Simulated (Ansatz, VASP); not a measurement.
## Two plane-wave programs on C

The input INCAR:

```
PREC = Accurate ; ENCUT = 520
EDIFF = 1E-7 ; ISMEAR = 0
SIGMA = 0.05 ; LREAL = False
LASPH = True ; NELM = 80
ALGO = Normal ; ISIF = 2
LWAVE = False ; LCHARG = False
GGA = PE ; NBANDS = 36
```

KPOINTS

```
Automatic mesh
0
Gamma
  12 12 2
```

File POSCAR:

```
C
1.0
    2.3441000000      0.0000000000      0.0000000000
   -1.1720500000      2.0300501490      0.0000000000
    0.0000000000      0.0000000000     11.9630000000
C
12
Direct
    0.0000000000      0.0000000000      0.1868593266
    0.0000000000      0.0000000000      0.6868593266
    0.0000000000      0.0000000000      0.3131406734
    0.0000000000      0.0000000000      0.8131406734
    0.3333333333      0.6666666667      0.5207665411
    0.6666666667      0.3333333333      0.0207665411
    0.3333333333      0.6666666667      0.9792334589
    0.6666666667      0.3333333333      0.4792334589
    0.3333333333      0.6666666667      0.6450950823
    0.6666666667      0.3333333333      0.1450950823
    0.3333333333      0.6666666667      0.8549049177
    0.6666666667      0.3333333333      0.3549049177
```

Input for Ansatz:

```yaml
crystal:
  lattice:
    - [2.3441, 0.0, 0.0]
    - [-1.17205, 2.030050149, 0.0]
    - [0.0, 0.0, 11.963]
  atoms:
    - { symbol: C, position: [0.0, 0.0, 0.1868593266] }
    - { symbol: C, position: [0.0, 0.0, 0.6868593266] }
    - { symbol: C, position: [0.0, 0.0, 0.3131406734] }
    - { symbol: C, position: [0.0, 0.0, 0.8131406734] }
    - { symbol: C, position: [0.3333333333, 0.6666666667, 0.5207665411] }
    - { symbol: C, position: [0.6666666667, 0.3333333333, 0.0207665411] }
    - { symbol: C, position: [0.3333333333, 0.6666666667, 0.9792334589] }
    - { symbol: C, position: [0.6666666667, 0.3333333333, 0.4792334589] }
    - { symbol: C, position: [0.3333333333, 0.6666666667, 0.6450950823] }
    - { symbol: C, position: [0.6666666667, 0.3333333333, 0.1450950823] }
    - { symbol: C, position: [0.3333333333, 0.6666666667, 0.8549049177] }
    - { symbol: C, position: [0.6666666667, 0.3333333333, 0.3549049177] }
basis:
  ecutwfc: 520.0
kpoints:
  mp_grid: { grid: [12, 12, 2] }
hamiltonian:
  xc: pbe
  pseudopotentials: { kind: paw, azcp: { folder: soft_1 } }
scf:
  occupations: { method: gaussian, width: 0.05 }
output:
  forces: true
  stress: true
  eigenvalues: true
```

Alike in both runs: task single point; functional PBE; k mesh 12 × 12 × 2; occupations gaussian, width 0.05 eV; no spin polarisation.

|  | VASP | Ansatz |
| --- | --- | --- |
| version | VASP 6.6.1 | Ansatz 0.2.0 |
| potentials or method | VASP PAW PBE potentials, release 64 (C), cutoff 520 eV | scalar-relativistic, plane waves, PAW |
| valence electrons in the cell | 48 | 48 |

|  | VASP | Ansatz | Ansatz less VASP |
| --- | --- | --- | --- |
| gap on the k mesh at the Fermi level (eV) | 5.02 | 5.03 | +0.006 |
| least direct gap on the mesh (eV) | 5.02 | 5.03 | +0.006 |
| rms of the force components (eV/Å) | 0.320 | 0.312 | -0.0072 |

Atom by atom the forces differ by 0.007 eV/Å (rms over components).
